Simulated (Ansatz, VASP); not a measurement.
**HfO2 in VASP and in Ansatz**

```xyz
12
Lattice="5.0957 0.0000 -0.0019 0.0000 5.1771 0.0000 -0.8784 0.0000 5.1969" Properties=species:S:1:pos:R:3 pbc="T T T"
Hf    0.7902    2.3662    3.6798
Hf    2.9879    4.9547    4.1136
Hf    3.4271    2.8109    1.5152
Hf    1.2294    0.2224    1.0814
O     1.4176    3.8404    5.0921
O     2.3605    1.2519    2.7014
O     2.7996    1.3366    0.1029
O     1.8568    3.9252    2.4936
O     0.0636    1.7464    1.7714
O     4.5929    4.3350    0.8252
O     4.1537    3.4306    3.4236
O    -0.3756    0.8421    4.3698
```

Alike in both runs: functional PBEsol; k mesh 4 × 4 × 4; occupations gaussian, width 0.02 eV; no spin polarisation.

Ansatz relaxed the structure, and its values are those at the end. VASP's run is a single point on that final structure, the one shown.

|  | VASP | Ansatz |
| --- | --- | --- |
| version | VASP 6.6.1 | Ansatz 0.2.0 |
| potentials or method | VASP PAW PBE potentials, release 64 (Hf_pv, O), cutoff 520 eV | scalar-relativistic, plane waves, PAW |
| valence electrons in the cell | 88 | 152 |

```csv
,VASP,Ansatz,Ansatz less VASP
gap on the k mesh at the Fermi level (eV),3.93,3.97,+0.035
least direct gap on the mesh (eV),4.03,4.07,+0.038
pressure (GPa),-3.0,0.0,+3.02
rms of the force components (eV/Å),0.032,0.000,-0.0321
```

VASP's potentials were made for PBE, not for PBEsol. VASP's potentials hold 88 valence electrons a cell and Ansatz's 152, so a difference there can come from the potentials and not from the codes.

Neither program's run includes spin-orbit coupling.
